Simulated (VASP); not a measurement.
**PtSe2 (Sudovikovite): single point with PBE**

Crystal: PtSe2 (Sudovikovite).

```xyz
3
Lattice="3.6495 0.0000 0.0000 -1.8248 3.1606 0.0000 0.0000 0.0000 5.0620" Properties=species:S:1:pos:R:3 pbc="T T T"
Pt    0.0000    0.0000    0.0000
Se    1.8248    1.0535    3.7965
Se    0.0000    2.1071    1.2655
```

```json
{
 "Program": "VASP 6.6.1",
 "Task": "single point",
 "Functional": "PBE",
 "Potentials or basis": "VASP PAW PBE potentials, release 64 (Pt, Se)",
 "Cutoff": "520 eV",
 "k mesh": "7 × 7 × 5",
 "Occupations": "fermi-dirac, width 0.05 eV",
 "Spin": "no spin polarisation",
 "Dipole correction": "no",
 "Further INCAR settings": "ALGO = Normal; EDIFF = 1e-07; NBANDS = 18"
}
```

```
Pressure               : 14.6 GPa
Largest force          : 1.150 eV/Å
Band gap on the k mesh : zero (band 11 reaches 7.46 eV, above the bottom of band 12 at 7.18 eV)
```

Forces on the atoms (eV/Å):
```
Pt   0.000  0.000  0.000
Se   0.000  0.000 -1.150
Se   0.000  0.000  1.150
```

Stress tensor (GPa, compression positive):
```
16.35  0.00  0.00
 0.00 16.35  0.00
 0.00  0.00 11.00
```

Levels at points of the mesh, in eV from the Fermi level:
| k point | band 9 | band 10 | band 11 | band 12 | band 13 | band 14 |
| --- | --- | --- | --- | --- | --- | --- |
| (0.00, 0.00, 0.00) | -1.11 | -1.11 | 0.32 | 1.55 | 1.55 | 3.57 |

It took 50 s on 1 thread of Intel(R) Xeon(R) Platinum 8124M CPU @ 3.00GHz (Skylake/Cascade Lake), with other jobs on the host, peak memory 0.19 GiB.

Caveat: spin-orbit coupling is left out, which moves the levels of the heavy elements; forces of over 1 eV/Å act on the atoms, so gaps and moduli don't describe the material at rest.
